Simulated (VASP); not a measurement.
# Ga3Se (P4/mmm) in VASP: notebook

The runs below take Ga3Se through single point, with PBEsol+D3(BJ).

Everything below comes from runs of VASP 6.6.1. Logs are shortened: lines on timing, memory, paths and dates and some standing lists are left out, and cuts for length are marked.

### Step 1. The cell of the first run

The structure is tetragonal, space group P4/mmm (No. 123). The conventional cell has a = 3.976 Å, b = 3.976 Å, c = 4.771 Å, α = 90.00°, β = 90.00°, γ = 90.00°. Within 3.7 Å of Ga (site symmetry mmm) lie 8 Ga at 2.81 to 3.11 Å and 4 Se at 3.11 Å. Ga (site symmetry 4/mmm) has 4 Se at 2.81 Å and 8 Ga at 3.11 Å within 3.7 Å. Se (site symmetry 4/mmm) has 12 Ga at 2.81 to 3.11 Å within 3.7 Å.

### Step 2. Single point, PBEsol+D3(BJ)

The input, INCAR:

```
PREC = Accurate
ENCUT = 520
EDIFF = 1E-6
ISMEAR = 0
SIGMA = 0.15
LREAL = False
LASPH = True
NELM = 80
ALGO = Normal
ISIF = 2
LWAVE = False
LCHARG = False
GGA = PS
IVDW = 12
NBANDS = 30
```

The input, KPOINTS:

```
Automatic mesh
0
Gamma
  12 12 12
```

The input, POSCAR:

```
Ga3Se
1.0
    3.9758002202      0.0000000000      0.0000000000
    0.0000000000      3.9758002202      0.0000000000
    0.0000000000      0.0000000000      4.7709602643
Ga Se
3 1
Direct
    0.0000000000      0.5000000000      0.5000000000
    0.5000000000      0.0000000000      0.5000000000
    0.5000000000      0.5000000000      0.0000000000
    0.0000000000      0.0000000000      0.0000000000
```

Potentials or basis: VASP PAW PBE potentials, release 64 (Ga_d, Se).

On the command line:

```
> cat potpaw_PBE.64/Ga_d/POTCAR potpaw_PBE.64/Se/POTCAR > POTCAR
> mpirun -np 1 vasp_std > vasp.out
```

OUTCAR:

```text
PREC = Accurate
   ENCUT = 520
   EDIFF = 1E-6
   ISMEAR = 0
   LREAL = False
   LASPH = True
   NELM = 80
   ISIF = 2
   GGA = PS
   IVDW = 12
 IVDW          = 12

 ion  position               nearest neighbor table
   1  0.000  0.500  0.500-   2 2.81   2 2.81   2 2.81   2 2.81
   2  0.500  0.000  0.500-   1 2.81   1 2.81   1 2.81   1 2.81
   3  0.500  0.500  0.000-   4 2.81   4 2.81   4 2.81   4 2.81
   4  0.000  0.000  0.000-   3 2.81   3 2.81   3 2.81   3 2.81

  LATTYP: Found a simple tetragonal cell.
 ALAT       =     3.9758002202
 C/A-ratio  =     1.2000000000

  Lattice vectors:

 A1 = (   3.9758002202,   0.0000000000,   0.0000000000)
 A2 = (   0.0000000000,   3.9758002202,   0.0000000000)
 A3 = (   0.0000000000,   0.0000000000,   4.7709602643)

Analysis of symmetry for initial positions (statically):
=====================================================================
 Subroutine PRICEL returns:
 Original cell was already a primitive cell.

 Routine SETGRP: Setting up the symmetry group for a
 simple tetragonal supercell.

 Subroutine GETGRP returns: Found 16 space group operations
 (whereof 16 operations were pure point group operations)
 out of a pool of 16 trial point group operations.

The static configuration has the point symmetry D_4h.

Analysis of symmetry for dynamics (positions and initial velocities):
=====================================================================
 Subroutine PRICEL returns:
 Original cell was already a primitive cell.

 Routine SETGRP: Setting up the symmetry group for a
 simple tetragonal supercell.

 Subroutine GETGRP returns: Found 16 space group operations
 (whereof 16 operations were pure point group operations)
 out of a pool of 16 trial point group operations.

The dynamic configuration has the point symmetry D_4h.

 Subroutine INISYM returns: Found 16 space group operations
 (whereof 16 operations are pure point group operations),
 and found     1 'primitive' translations

----------------------------------------------------------------------------------------

                                     Primitive cell

  volume of cell :      75.4145

  direct lattice vectors                    reciprocal lattice vectors
     3.975800220  0.000000000  0.000000000     0.251521692  0.000000000  0.000000000
     0.000000000  3.975800220  0.000000000     0.000000000  0.251521692  0.000000000
     0.000000000  0.000000000  4.770960264     0.000000000  0.000000000  0.209601410

[... 87 lines left out ...]
   EDIFF  = 0.1E-05   stopping-criterion for ELM
   LREAL  =      F    real-space projection
   EDIFFG = 0.1E-04   stopping-criterion for IOM
   NSW    =      0    number of steps for IOM
   IBRION =     -1    ionic relax: 0-MD 1-quasi-New 2-CG
   NFREE  =      0    steps in history (QN), initial steepest desc. (CG)
   ISIF   =      2    stress and relaxation
   ISYM   =      2    0-nonsym 1-usesym 2-fastsym
   POTIM  = 0.5000    time-step for ionic-motion
   TEBEG  =    0.0;   TEEND  =   0.0 temperature during run
   PSTRESS=    0.0 pullay stress
   NELECT =      45.0000    total number of electrons
   NUPDOWN=      -1.0000    fix difference up-down
   EMIN   =  10.00;   EMAX   =-10.00  energy-range for DOS
   EFERMI =   0.00;   METHOD = LEGACY
   ISMEAR =     0;   SIGMA  =   0.15  broadening in eV -4-tet -1-fermi 0-gaus
   EFERMI_NEDOS =   21; number of points for ismear=-14 and -15
   IALGO  =     38    algorithm
   IMIX   =      4    mixing-type and parameters
     AMIX     =   0.40;   BMIX     =  1.00
     AMIX_MAG =   1.60;   BMIX_MAG =  1.00
  volume/ion in A,a.u.               =      18.85       127.23
  Fermi-wavevector in a.u.,A,eV,Ry     =   1.378248  2.604511 25.845185  1.899568
  Thomas-Fermi vector in A             =   2.503327
   LORBIT       =      0    0 simple, 1 ext, 2 COOP (PROOUT), +10 PAW based schemes
   GGA     = PS    functional components
   LHFCALC =     F    Hartree Fock is set to
   AEXX    =    0.0000 exact exchange contribution
   IVDW    =    12    specifies the selected vdW correction
   LEPSILON=     F    determine dielectric tensor
   LRPA    =     F    only Hartree local field effects (RPA)
 non-spin polarized calculation
 Gauss-broadening in eV      SIGMA  =   0.15
  energy-cutoff  :      520.00
  volume of cell :       75.41
 maximum number of plane-waves:      2070
 NGX is ok and might be reduce to    30

 number of electron      44.9999973 magnetization

 Free energy of the ion-electron system (eV)
  ---------------------------------------------------
  ext. energy  EPLUGINS =         0.00000000
  ---------------------------------------------------
  free energy    TOTEN  =       -13.97696782 eV

  energy without entropy =      -13.96149663  energy(sigma->0) =      -13.96923223

 E-fermi :   5.7000     XC(G=0): -11.1006

 val. band max:        5.6887230241   @ k =   0.4167   0.0000   0.1667
 cond. band min:       5.7026670531   @ k =   0.1667   0.0833   0.1667
 fundamental gap:      0.0139440290
 Fermi energy:         5.7000342195

 k-point     1 :       0.0000    0.0000    0.0000
  band No.  band energies     occupation
      1      -9.3777      2.00000
      2      -9.3717      2.00000
      3      -9.2766      2.00000
      4      -9.2299      2.00000
      5      -9.2299      2.00000
      6      -9.1051      2.00000
[... 781 lines left out ...]
     29      12.4659      0.00000
     30      14.2710      0.00000

 [... further k-points ...]

------------------------ aborting loop because EDIFF is reached ----------------------------------------

 Edisp (eV)   -1.29448

 E8    (eV) :    -0.8760

  FORCE on cell =-STRESS in cart. coord.  units (eV):
  Direction    XX          YY          ZZ          XY          YZ          ZX
  --------------------------------------------------------------------------------------
  -------------------------------------------------------------------------------------
  Total       0.23627     0.23627    -0.85772     0.00000     0.00000     0.00000
  in kB       5.01956     5.01956   -18.22213     0.00000     0.00000     0.00000
  external pressure =       -2.73 kB  Pullay stress =        0.00 kB

 VOLUME and BASIS-vectors are now :
 -----------------------------------------------------------------------------
  energy-cutoff  :      520.00
  volume of cell :       75.41
      direct lattice vectors                 reciprocal lattice vectors
     3.975800220  0.000000000  0.000000000     0.251521692  0.000000000  0.000000000
     0.000000000  3.975800220  0.000000000     0.000000000  0.251521692  0.000000000
     0.000000000  0.000000000  4.770960264     0.000000000  0.000000000  0.209601410

 POSITION                                       TOTAL-FORCE (eV/Angst)
 -----------------------------------------------------------------------------------
      0.00000      1.98790      2.38548         0.000000      0.000000      0.000000
      1.98790      0.00000      2.38548         0.000000      0.000000      0.000000
      1.98790      1.98790      0.00000         0.000000      0.000000      0.000000
      0.00000      0.00000      0.00000         0.000000      0.000000      0.000000
 -----------------------------------------------------------------------------------
    total drift:                                0.000000      0.000000     -0.000000

  FREE ENERGIE OF THE ION-ELECTRON SYSTEM (eV)
  ---------------------------------------------------
  free  energy   TOTEN  =       -15.2714468015 eV

  energy  without entropy=      -15.2559756067  energy(sigma->0) =      -15.26371120
```

OSZICAR:

```text
N       E                     dE             d eps       ncg     rms          rms(c)
DAV:   1     0.314018505850E+03    0.31402E+03   -0.21597E+04 12088   0.259E+03
DAV:   2     0.255216007671E+02   -0.28850E+03   -0.27950E+03 12152   0.527E+02
DAV:   3    -0.125869626072E+02   -0.38109E+02   -0.36852E+02 13578   0.141E+02
DAV:   4    -0.140709544137E+02   -0.14840E+01   -0.14697E+01 13890   0.288E+01
DAV:   5    -0.141041154510E+02   -0.33161E-01   -0.33140E-01 13314   0.431E+00    0.394E+00
DAV:   6    -0.139970708544E+02    0.10704E+00   -0.26051E-01 16310   0.814E+00    0.232E+00
DAV:   7    -0.139788267939E+02    0.18244E-01   -0.44888E-02 15090   0.246E+00    0.636E-01
DAV:   8    -0.139769855150E+02    0.18413E-02   -0.81992E-03 14694   0.152E+00    0.922E-02
DAV:   9    -0.139769609829E+02    0.24532E-04   -0.12918E-03 13780   0.396E-01    0.398E-02
DAV:  10    -0.139769654973E+02   -0.45143E-05   -0.72984E-05 14540   0.122E-01    0.227E-02
DAV:  11    -0.139769681555E+02   -0.26582E-05   -0.16339E-05 14316   0.105E-01    0.472E-03
DAV:  12    -0.139769678237E+02    0.33179E-06   -0.39578E-06 10732   0.580E-02
   1 F= -.15271447E+02 E0= -.15263711E+02  d E =-.154712E-01
```

It took 5.5 min on 1 thread of Intel Xeon 8259CL, shared host; peak memory 0.46 GiB.

What came out:

```
Free energy                : -15.2714 eV
Pressure                   : -0.3 GPa
Band gap on the k mesh     : zero (an odd number of electrons rules out a gap without spin polarisation)
Dispersion energy per atom : -0.324 eV
```

Caveat: the PAW data sets were made with another functional, which shifts forces and pressure a little.

### Step 3. Single point, PBEsol+D3(BJ)

This run uses another cell than the first one, of the same volume but with other edges.

The input, INCAR:

```
SYSTEM = Ga3Se
PREC = Accurate
ENCUT = 520
EDIFF = 1E-7
ISMEAR = 0
SIGMA = 0.15
LREAL = .False.
LASPH = .True.
NELM = 60
ALGO = Normal
ISIF = 2
LWAVE = .False.
LCHARG = .True.
GGA = PS
IVDW = 12
LELF = .True.
LVHAR = .True.
NBANDS = 30
```

The input, KPOINTS:

```
regular mesh
0
Gamma
  12 12 12
  0 0 0
```

The input, POSCAR:

```
Ga3Se
1.0
    4.5897260880      0.0000000000      0.0000000000
    0.0000000000      4.5897260880      0.0000000000
    0.0000000000      0.0000000000      3.5799863487
Ga Se
3 1
Direct
    0.0000000000      0.5000000000      0.5000000000
    0.5000000000      0.0000000000      0.5000000000
    0.5000000000      0.5000000000      0.0000000000
    0.0000000000      0.0000000000      0.0000000000
```

Potentials or basis: VASP PAW PBE potentials, release 64 (Ga_d, Se).

On the command line:

```
> cat potpaw_PBE.64/Ga_d/POTCAR potpaw_PBE.64/Se/POTCAR > POTCAR
> mpirun -np 1 vasp_std > vasp.out
```

OUTCAR:

```text
SYSTEM = Ga3Se
   PREC = Accurate
   ENCUT = 520
   EDIFF = 1E-7
   ISMEAR = 0
   LREAL = .False.
   LASPH = .True.
   NELM = 60
   ISIF = 2
   GGA = PS
   IVDW = 12
 IVDW          = 12

 ion  position               nearest neighbor table
   1  0.000  0.500  0.500-   3 2.91   3 2.91   3 2.91   3 2.91
   2  0.500  0.000  0.500-   3 2.91   3 2.91   3 2.91   3 2.91
   3  0.500  0.500  0.000-   1 2.91   2 2.91   1 2.91   2 2.91   2 2.91   2 2.91   1 2.91   1 2.91

   4  0.000  0.000  0.000-

  LATTYP: Found a simple tetragonal cell.
[... 996 lines left out ...]
  Direction    XX          YY          ZZ          XY          YZ          ZX
  --------------------------------------------------------------------------------------
  -------------------------------------------------------------------------------------
  Total      -0.69318    -0.69318    -0.81980     0.00000     0.00000     0.00000
  in kB     -14.72656   -14.72656   -17.41669     0.00000     0.00000     0.00000
  external pressure =      -15.62 kB  Pullay stress =        0.00 kB

 VOLUME and BASIS-vectors are now :
 -----------------------------------------------------------------------------
  energy-cutoff  :      520.00
  volume of cell :       75.41
      direct lattice vectors                 reciprocal lattice vectors
     4.589726088  0.000000000  0.000000000     0.217877926  0.000000000  0.000000000
     0.000000000  4.589726088  0.000000000     0.000000000  0.217877926  0.000000000
     0.000000000  0.000000000  3.579986349     0.000000000  0.000000000  0.279330674

 POSITION                                       TOTAL-FORCE (eV/Angst)
 -----------------------------------------------------------------------------------
      0.00000      2.29486      1.78999         0.000000      0.000000      0.000000
      2.29486      0.00000      1.78999         0.000000      0.000000      0.000000
      2.29486      2.29486      0.00000         0.000000      0.000000      0.000000
      0.00000      0.00000      0.00000         0.000000      0.000000      0.000000
 -----------------------------------------------------------------------------------
    total drift:                                0.000000      0.000000      0.000000

  FREE ENERGIE OF THE ION-ELECTRON SYSTEM (eV)
  ---------------------------------------------------
  free  energy   TOTEN  =       -15.3074430200 eV

  energy  without entropy=      -15.2869759125  energy(sigma->0) =      -15.29720947
```

OSZICAR:

```text
N       E                     dE             d eps       ncg     rms          rms(c)
DAV:   1     0.312953080037E+03    0.31295E+03   -0.21677E+04 12104   0.259E+03
DAV:   2     0.254491564510E+02   -0.28750E+03   -0.27842E+03 12034   0.521E+02
DAV:   3    -0.126045213798E+02   -0.38054E+02   -0.36808E+02 13540   0.141E+02
DAV:   4    -0.141079338335E+02   -0.15034E+01   -0.14845E+01 13820   0.287E+01
DAV:   5    -0.141422621675E+02   -0.34328E-01   -0.34292E-01 13444   0.435E+00    0.384E+00
DAV:   6    -0.140322069655E+02    0.11006E+00   -0.26538E-01 16300   0.845E+00    0.225E+00
DAV:   7    -0.140144601957E+02    0.17747E-01   -0.52995E-02 15180   0.223E+00    0.657E-01
DAV:   8    -0.140122646709E+02    0.21955E-02   -0.70591E-03 14120   0.142E+00    0.928E-02
DAV:   9    -0.140123065413E+02   -0.41870E-04   -0.20390E-03 13180   0.853E-01    0.437E-02
DAV:  10    -0.140123174195E+02   -0.10878E-04   -0.32329E-04 14654   0.419E-01    0.287E-02
DAV:  11    -0.140123223683E+02   -0.49487E-05   -0.71828E-05 15884   0.133E-01    0.881E-03
DAV:  12    -0.140123229917E+02   -0.62348E-06   -0.13845E-05 14666   0.998E-02    0.272E-03
DAV:  13    -0.140123234695E+02   -0.47772E-06   -0.49357E-06 15018   0.238E-02    0.130E-03
DAV:  14    -0.140123234736E+02   -0.40927E-08   -0.56619E-07 10844   0.106E-02
   1 F= -.15307443E+02 E0= -.15297209E+02  d E =-.204671E-01
```

Run time: 6.7 min. Hardware: 1 thread of Intel Xeon 8259CL, shared host; peak memory 0.47 GiB.

Results:

- Free energy: -15.3074 eV
- Pressure: -1.6 GPa
- Band gap on the k mesh: zero (an odd number of electrons rules out a gap without spin polarisation)
- Dispersion energy per atom: -0.324 eV

Caveat: the PAW data sets were made with another functional, which shifts forces and pressure a little.
